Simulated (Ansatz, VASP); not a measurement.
# Hg in VASP and in Ansatz

File INCAR:

```
SYSTEM = Hg
ALGO = Normal
EDIFF = 1E-6
ENCUT = 520
GGA = PE
ISIF = 2
ISMEAR = 0
LASPH = .TRUE.
LCHARG = .FALSE.
LREAL = .FALSE.
LWAVE = .FALSE.
NBANDS = 12
NELM = 80
PREC = Accurate
SIGMA = 0.3
```

The input KPOINTS:

```
k-points
0
G
  10 10 10
  0 0 0
```

POSCAR

```
Hg
1.0
    2.0783995336      1.1999645302      1.9747385792
   -2.0783995336      1.1999645302      1.9747385792
    0.0000000000     -2.3999290604      1.9747385791
Hg
1
Direct
    0.0000000000      1.0000000000      0.0000000000
```

Input for Ansatz:

```yaml
crystal:
  lattice:
    - [2.0783995336, 1.1999645302, 1.9747385792]
    - [-2.0783995336, 1.1999645302, 1.9747385792]
    - [0.0, -2.3999290604, 1.9747385791]
  atoms:
    - { symbol: Hg, position: [0.0, 1.0, 0.0] }
hamiltonian:
  xc: pbe
  pseudopotentials:
    kind: paw
    azcp:
      Hg: "pseudopotentials/Hg.paw.azcp"
basis:
  ecutwfc: 420
  fft_grid_basis: typed
kpoints:
  mp_grid: { grid: [10, 10, 10], shift: [0, 0, 0] }
magnetization:
  spin_polarized: false
scf:
  occupations: { method: gaussian, width: 0.3 }
  lower_state_search: "off"
output:
  stress: true
```

Alike in both runs: task single point; functional PBE; k mesh 10 × 10 × 10; occupations gaussian, width 0.3 eV; no spin polarisation.

|  | VASP | Ansatz |
| --- | --- | --- |
| version | VASP 6.6.1 | Ansatz 0.2.0 |
| potentials or method | VASP PAW PBE potentials, release 64 (Hg), cutoff 520 eV | plane waves (420 eV) with PAW, scalar-relativistic |
| valence electrons in the cell | 12 | 20 |

|  | VASP | Ansatz | Ansatz less VASP |
| --- | --- | --- | --- |
| pressure (GPa) | 0.1 | -0.1 | -0.17 |
| traceless stress, the component that is largest in VASP (GPa) | -0.11 | -0.14 | -0.038 |

VASP's potentials hold 12 valence electrons a cell and Ansatz's 20, so a difference there can come from the potentials and not from the codes.

Spin-orbit coupling is off throughout.
